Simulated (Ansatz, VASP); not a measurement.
**NaI in VASP and in Ansatz**

```xyz
2
Lattice="0.0490 3.2887 3.2887 3.2887 0.0490 3.2887 3.2887 3.2887 0.0490" Properties=species:S:1:pos:R:3 pbc="T T T"
Na    0.0000    0.0000    0.0000
I     3.3132    3.3132    3.3132
```

Alike in both runs: task electric field gradients; functional PBE; k mesh 11 × 11 × 11; occupations tetrahedron; no spin polarisation.

```csv
,VASP,Ansatz
version,VASP 6.6.1,Ansatz 0.2.0
potentials or method,"VASP PAW PBE potentials, release 64 (Na_pv, I), cutoff 520 eV","all-electron PAW with datasets made for the crystal, scalar-relativistic"
```

|  | VASP | Ansatz | Ansatz less VASP |
| --- | --- | --- | --- |
| gap on the k mesh at the Fermi level (eV) | 3.54 | 3.54 | +0.004 |
| pressure (GPa) | 0.0 | 0.0 | 0.00 |
| traceless stress, the component that is largest in VASP (GPa) | -0.11 | -0.11 | 0.000 |

Ansatz ran all-electron here, and VASP with PAW potentials. Ansatz's warnings: tetrahedron derivatives may miss energy slope.

Neither program's run includes spin-orbit coupling.
